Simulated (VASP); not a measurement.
# H3Se4 (P1) in VASP: single point with r2SCAN

Aim: the single point of H3Se4 with r2SCAN.

Program: VASP 6.6.1. These are calculated values, not measurements. Logs are shortened: lines on timing, memory, paths and dates and some standing lists are left out, and cuts for length are marked.

### Step 1. The cell of the first run

The typed cell holds 7 atoms: a = 3.603 Å, b = 6.074 Å, c = 6.799 Å, α = 118.63°, β = 72.92°, γ = 90.96°.

### Step 2. Single point, r2SCAN

Input file POSCAR:

```
H3Se4
1.0
   -0.0288713300      3.6022063000     -0.0456641200
    6.0706318200     -0.0504047400      0.1906217000
   -3.0624351000      1.8991415200     -5.7655483400
Se H
4 3
Direct
    0.8216330000      0.5067520000      0.2878690000
    0.1551220000      0.4972380000      0.7548660000
    0.5601160000      0.9498440000      0.1946450000
    0.5707960000      0.0541890000      0.7836780000
    0.2817680000      0.8116640000      0.5801100000
    0.7160500000      0.1955900000      0.4686920000
    0.5988720000      0.4823470000      0.0107970000
```

Input file INCAR.step1:

```
PREC = Accurate ; ENCUT = 520
ISMEAR = -1 ; SIGMA = 0.0162
LREAL = False ; LASPH = True
NELM = 100 ; NBANDS = 22
GGA = PE ; ALGO = Normal
EDIFF = 1E-4 ; LWAVE = True
LCHARG = False
```

Input file INCAR.step2:

```
PREC = Accurate ; ENCUT = 520
EDIFF = 1E-7 ; ISMEAR = -1
SIGMA = 0.0162 ; LREAL = False
LASPH = True ; NELM = 100
ALGO = Normal ; ISIF = 2
LWAVE = False ; LCHARG = False
METAGGA = R2SCAN ; LMIXTAU = True
NBANDS = 22 ; ISTART = 1
```

Input file KPOINTS:

```
Automatic mesh
0
Gamma
  5 4 3
  0.5 0.5 0
```

Potentials or basis: VASP PAW PBE potentials, release 64 (Se, H).

On the command line:

```bash
$ cat potpaw_PBE.64/Se/POTCAR potpaw_PBE.64/H/POTCAR > POTCAR
$ cp INCAR.step1 INCAR
$ mpirun -np 1 vasp_std > vasp.out
$ cp INCAR.step2 INCAR
$ mpirun -np 1 vasp_std > vasp.out
```

OUTCAR:

```text
PREC = Accurate
   ENCUT = 520
   EDIFF = 1E-7
   ISMEAR = -1
   LREAL = False
   LASPH = True
   NELM = 100
   ISIF = 2
   METAGGA = R2SCAN
   ISTART = 1

 ion  position               nearest neighbor table
   1  0.822  0.507  0.288-
   2  0.155  0.497  0.755-
   3  0.560  0.950  0.195-
   4  0.571  0.054  0.784-
   5  0.282  0.812  0.580-
   6  0.716  0.196  0.469-
   7  0.599  0.482  0.011-

  LATTYP: Found a triclinic cell.
 ALAT       =     6.6947751480
 B/A-ratio  =     1.6872528859
 C/A-ratio  =     1.3959885146
 COS(alpha) =     0.0021965990
 COS(beta)  =     0.4953339902
 COS(gamma) =     0.8520441011

  Lattice vectors:

 A1 = (  -3.0335637700,  -1.7030647800,  -5.7198842200)
 A2 = (  -0.0253670500,   0.1456720000, -11.2948108600)
 A3 = (  -6.0128891600,  -7.1540078600,  -0.0992934600)

Analysis of symmetry for initial positions (statically):
=====================================================================
 Subroutine PRICEL returns:
 Original cell was already a primitive cell.

 Routine SETGRP: Setting up the symmetry group for a
 triclinic supercell.

 Subroutine GETGRP returns: Found  1 space group operations
 (whereof  1 operations were pure point group operations)
 out of a pool of  2 trial point group operations.

The static configuration has the point symmetry C_1 .

Analysis of symmetry for dynamics (positions and initial velocities):
=====================================================================
 Subroutine PRICEL returns:
 Original cell was already a primitive cell.

 Routine SETGRP: Setting up the symmetry group for a
 triclinic supercell.

 Subroutine GETGRP returns: Found  1 space group operations
 (whereof  1 operations were pure point group operations)
 out of a pool of  2 trial point group operations.

The dynamic configuration has the point symmetry C_1 .

 Subroutine INISYM returns: Found  1 space group operations
 (whereof  1 operations are pure point group operations),
 and found     1 'primitive' translations

----------------------------------------------------------------------------------------

                                     Primitive cell

  volume of cell :     123.4589

  direct lattice vectors                    reciprocal lattice vectors
    -0.028871330  3.602206300 -0.045664120    -0.000578384  0.278770949  0.092132910
     6.070631820 -0.050404740  0.190621700     0.167521110  0.000215583 -0.088909688
    -3.062435100  1.899141520 -5.765548340     0.005543197 -0.002200786 -0.177113299

  length of vectors
     3.602611413  6.073833054  6.799028969     0.293601856  0.189653108  0.177213687

  position of ions in fractional coordinates (direct lattice)
     0.821633000  0.506752000  0.287869000
     0.155122000  0.497238000  0.754866000
     0.560116000  0.949844000  0.194645000
     0.570796000  0.054189000  0.783678000
     0.281768000  0.811664000  0.580110000
     0.716050000  0.195590000  0.468692000
     0.598872000  0.482347000  0.010797000

  ion indices of the primitive-cell ions
   primitive index   ion index
                 1           1
                 2           2
                 3           3
                 4           4
                 5           5
                 6           6
                 7           7

----------------------------------------------------------------------------------------

 KPOINTS: Automatic mesh

Automatic generation of k-mesh.
 Grid dimensions read from file:
 generate k-points for:    5    4    3

 Generating k-lattice:

  Cartesian coordinates                     Fractional coordinates (reciprocal lattice)
    -0.000115677  0.055754190  0.018426582     0.200000000  0.000000000  0.000000000
     0.041880278  0.000053896 -0.022227422     0.000000000  0.250000000  0.000000000
     0.001847732 -0.000733595 -0.059037766     0.000000000  0.000000000  0.333333333

  Length of vectors
     0.058720371  0.047413277  0.059071229

  Shift w.r.t. Gamma in fractional coordinates (k-lattice)
     0.500000000  0.500000000  0.000000000

 Subroutine IBZKPT returns following result:
 ===========================================

 Found     30 irreducible k-points:

 Following reciprocal coordinates:
            Coordinates               Weight
  0.100000  0.125000  0.000000      2.000000
  0.300000  0.125000  0.000000      2.000000
  0.500000  0.125000  0.000000      2.000000
 -0.300000  0.125000  0.000000      2.000000
 -0.100000  0.125000  0.000000      2.000000
  0.100000  0.375000  0.000000      2.000000
[... 16 lines left out ...]
  0.500000 -0.375000  0.333333      2.000000
 -0.300000 -0.375000  0.333333      2.000000
 [... further k-points ...]
   k-points           NKPTS =     30   k-points in BZ     NKDIM =     30   number of bands    NBANDS=     22
   number of dos      NEDOS =    301   number of ions     NIONS =      7
   total plane-waves  NPLWV =  72576
   dimension x,y,z NGX =    28 NGY =   48 NGZ =   54
   dimension x,y,z NGXF=    56 NGYF=   96 NGZF=  108
   ions per type =               4   3
   NGX,Y,Z   is equivalent  to a cutoff of  12.92, 13.14, 13.20 a.u.
   NGXF,Y,Z  is equivalent  to a cutoff of  25.84, 26.28, 26.41 a.u.
 SYSTEM =  unknown system
   PREC   = accura    normal or accurate (medium, high low for compatibility)
   ISTART =      1    job   : 0-new  1-cont  2-samecut
   ICHARG =      0    charge: 1-file 2-atom 10-const
   ISPIN  =      1    spin polarized calculation?
   LNONCOLLINEAR =      F non collinear calculations
   LSORBIT =      F    spin-orbit coupling
   LASPH  =      T    aspherical Exc in radial PAW
   ENCUT  =  520.0 eV  38.22 Ry    6.18 a.u.   6.70 11.29 12.64*2*pi/ulx,y,z
   NELM   =    100;   NELMIN=  2; NELMDL=  0     # of ELM steps
   EDIFF  = 0.1E-06   stopping-criterion for ELM
   LREAL  =      F    real-space projection
   EDIFFG = 0.1E-05   stopping-criterion for IOM
   NSW    =      0    number of steps for IOM
   IBRION =     -1    ionic relax: 0-MD 1-quasi-New 2-CG
   NFREE  =      0    steps in history (QN), initial steepest desc. (CG)
   ISIF   =      2    stress and relaxation
   ISYM   =      2    0-nonsym 1-usesym 2-fastsym
   POTIM  = 0.5000    time-step for ionic-motion
   TEBEG  =    0.0;   TEEND  =   0.0 temperature during run
   PSTRESS=    0.0 pullay stress
   NELECT =      27.0000    total number of electrons
   NUPDOWN=      -1.0000    fix difference up-down
   EMIN   =  10.00;   EMAX   =-10.00  energy-range for DOS
   EFERMI =   0.00;   METHOD = LEGACY
   ISMEAR =    -1;   SIGMA  =   0.02  broadening in eV -4-tet -1-fermi 0-gaus
   EFERMI_NEDOS =   21; number of points for ismear=-14 and -15
   IALGO  =     38    algorithm
   IMIX   =      4    mixing-type and parameters
     AMIX     =   0.40;   BMIX     =  1.00
     AMIX_MAG =   1.60;   BMIX_MAG =  1.00
  volume/ion in A,a.u.               =      17.64       119.02
  Fermi-wavevector in a.u.,A,eV,Ry     =   0.986329  1.863892 13.236367  0.972846
  Thomas-Fermi vector in A             =   2.117702
   LORBIT       =      0    0 simple, 1 ext, 2 COOP (PROOUT), +10 PAW based schemes
   METAGGA = R2SCAN    functional components
   LHFCALC =     F    Hartree Fock is set to
   AEXX    =    0.0000 exact exchange contribution
   IVDW    =     0    specifies the selected vdW correction
   LEPSILON=     F    determine dielectric tensor
   LRPA    =     F    only Hartree local field effects (RPA)
 non-spin polarized calculation
  energy-cutoff  :      520.00
  volume of cell :      123.46
 maximum number of plane-waves:      3341
 NGX is ok and might be reduce to    28
   NGX = 13   NGY = 23   NGZ = 25

 number of electron      27.0000001 magnetization

 Free energy of the ion-electron system (eV)
  ---------------------------------------------------
  ext. energy  EPLUGINS =         0.00000000
  ---------------------------------------------------
  free energy    TOTEN  =       -60.07523074 eV

  energy without entropy =      -60.06897991  energy(sigma->0) =      -60.07210532

 E-fermi :   1.7866     XC(G=0):  -9.6153

 val. band max:        1.7730208803   @ k =   0.3000  -0.3750   0.3333
 cond. band min:       1.7936808649   @ k =   0.3000   0.1250   0.3333
 fundamental gap:      0.0206599846
 Fermi energy:         1.7866214410

 k-point     1 :       0.1000    0.1250    0.0000
  band No.  band energies     occupation
      1     -12.6380      2.00000
      2     -10.8779      2.00000
      3     -10.6604      2.00000
      4     -10.5325      2.00000
      5      -4.4333      2.00000
      6      -3.5356      2.00000
[... 14 lines left out ...]
     21      10.3435      0.00000
     22      10.6253      0.00000

 k-point     2 :       0.3000    0.1250    0.0000
  band No.  band energies     occupation
      1     -12.1172      2.00000
      2     -10.6751      2.00000
      3     -10.5498      2.00000
      4     -10.3842      2.00000
      5      -3.8698      2.00000
      6      -3.0833      2.00000
[... 14 lines left out ...]
     21      10.2476      0.00000
     22      10.5162      0.00000

 k-point     3 :       0.5000    0.1250    0.0000
  band No.  band energies     occupation
      1     -11.5000      2.00000
      2     -10.8513      2.00000
      3     -10.5057      2.00000
      4     -10.2678      2.00000
      5      -3.7893      2.00000
      6      -3.2569      2.00000
[... 14 lines left out ...]
     21      10.5646      0.00000
     22      10.8583      0.00000
[... 476 lines left out ...]
 k-point    23 :       0.5000   -0.3750    0.3333
  band No.  band energies     occupation
      1     -11.2560      2.00000
      2     -10.9518      2.00000
      3     -10.6459      2.00000
      4     -10.3262      2.00000
      5      -3.9818      2.00000
      6      -3.3564      2.00000
[... 14 lines left out ...]
     21       9.8672      0.00000
     22      10.5279      0.00000

 k-point    24 :      -0.3000   -0.3750    0.3333
  band No.  band energies     occupation
      1     -11.6584      2.00000
      2     -11.2280      2.00000
      3     -10.7284      2.00000
      4     -10.3238      2.00000
      5      -3.6788      2.00000
      6      -2.7981      2.00000
[... 14 lines left out ...]
     21      10.3989      0.00000
     22      10.9823      0.00000

 [... further k-points ...]

------------------------ aborting loop because EDIFF is reached ----------------------------------------

  FORCE on cell =-STRESS in cart. coord.  units (eV):
  Direction    XX          YY          ZZ          XY          YZ          ZX
  --------------------------------------------------------------------------------------
  -------------------------------------------------------------------------------------
  Total       -6.2869120     -6.0039432    -10.3959572     -0.2343189      2.0420554      1.7889151
  in kB      -81.5878632    -77.9156606   -134.9126472     -3.0408529     26.5006002     23.2154931
  external PRESSURE =     -98.1387237 kB  Pullay stress =       0.0000000 kB

 VOLUME and BASIS-vectors are now :
 -----------------------------------------------------------------------------
  energy-cutoff  :      520.00
  volume of cell :      123.46
      direct lattice vectors                 reciprocal lattice vectors
    -0.028871330  3.602206300 -0.045664120    -0.000578384  0.278770949  0.092132910
     6.070631820 -0.050404740  0.190621700     0.167521110  0.000215583 -0.088909688
    -3.062435100  1.899141520 -5.765548340     0.005543197 -0.002200786 -0.177113299

 POSITION                                       TOTAL-FORCE (eV/Angst)
 -----------------------------------------------------------------------------------
      2.17100      3.48085     -1.60064         0.619534     -1.292101      0.224669
      0.70234      1.96732     -4.26452        -0.259907     -0.257704     -0.440871
      5.15389      2.33944     -0.96675         0.685124      1.463821     -0.664141
     -2.08748      3.54171     -4.53407        -0.510497     -1.261928      0.778518
      3.14263      2.07579     -3.20280         0.632206      1.514892     -1.028946
     -0.26866      3.45961     -2.69768        -0.683772     -1.318252      1.193224
      2.87780      2.15345      0.00235        -0.482688      1.151272     -0.062454
 -----------------------------------------------------------------------------------
    total drift:                               -0.000022      0.000026     -0.000009

  FREE ENERGIE OF THE ION-ELECTRON SYSTEM (eV)
  ---------------------------------------------------
  free  energy   TOTEN  =       -60.0752307429 eV

  energy  without entropy=      -60.0689799057  energy(sigma->0) =      -60.07210532
```

Run time: 11 min. Hardware: 1 thread of AMD EPYC 7R43 (Zen 3), shared host; peak memory 0.27 GiB.

Results:

| Item | Value |
| --- | --- |
| Free energy | -60.0752 eV |
| Pressure | -9.8 GPa |
| Largest force | 1.937 eV/Å |
| Band gap on the k mesh | zero (an odd number of electrons rules out a gap without spin polarisation) |

Forces on the atoms (eV/Å):
```
Se   0.620 -1.292  0.225
Se  -0.260 -0.258 -0.441
Se   0.685  1.464 -0.664
Se  -0.510 -1.262  0.779
H    0.632  1.515 -1.029
H   -0.684 -1.318  1.193
H   -0.483  1.151 -0.062
```

Stress tensor (GPa, compression positive):
```
 -8.16  -0.30   2.32
 -0.30  -7.79   2.65
  2.32   2.65 -13.49
```

Caveat: the k points lie up to 0.37 Å⁻¹ apart, too coarse for converged energies and pressures of a metal; the PAW data sets were made with another functional, which shifts forces and pressure a little.
